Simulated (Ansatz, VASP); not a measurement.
## One calculation of Fe, two programs

```xyz
2
Lattice="1.2071 0.6969 3.9158 -1.2071 0.6969 3.9158 0.0000 -1.3938 3.9158" Properties=species:S:1:pos:R:3 pbc="T T T"
Fe    0.0000    0.0000    2.9366
Fe    0.0000    0.0000    8.8109
```

Alike in both runs: functional PBEsol; k mesh 6 × 6 × 6; occupations gaussian, width 0.1 eV; collinear spin.

Ansatz relaxed the structure, and its values are those at the end. VASP's run is a single point on that final structure, the one shown.

|  | VASP | Ansatz |
| --- | --- | --- |
| version | VASP 6.6.1 | Ansatz 0.2.0 |
| potentials or method | VASP PAW PBE potentials, release 64 (Fe_sv), cutoff 690 eV | scalar-relativistic, plane waves, PAW |
| valence electrons in the cell | 32 | 32 |

Ansatz gave:

- gap on the k mesh at the Fermi level (eV): none
- pressure (GPa): 0.0
- net moment per atom (μB): 0.00

Question: What did VASP give for the same quantities?

Answer: gap on the k mesh at the Fermi level (eV): none; pressure (GPa): -1.8; net moment per atom (μB): 0.00.

VASP's potentials were made for PBE, not for PBEsol. A gap of «none» marks a metal or a gap that the smearing closes. With one functional, cell and mesh, what is left measures potentials, basis and numerics. Ansatz's warnings: cell relax basis refresh, seeded moment not kept.

The k mesh is coarse, so the values compare programs but aren't converged.
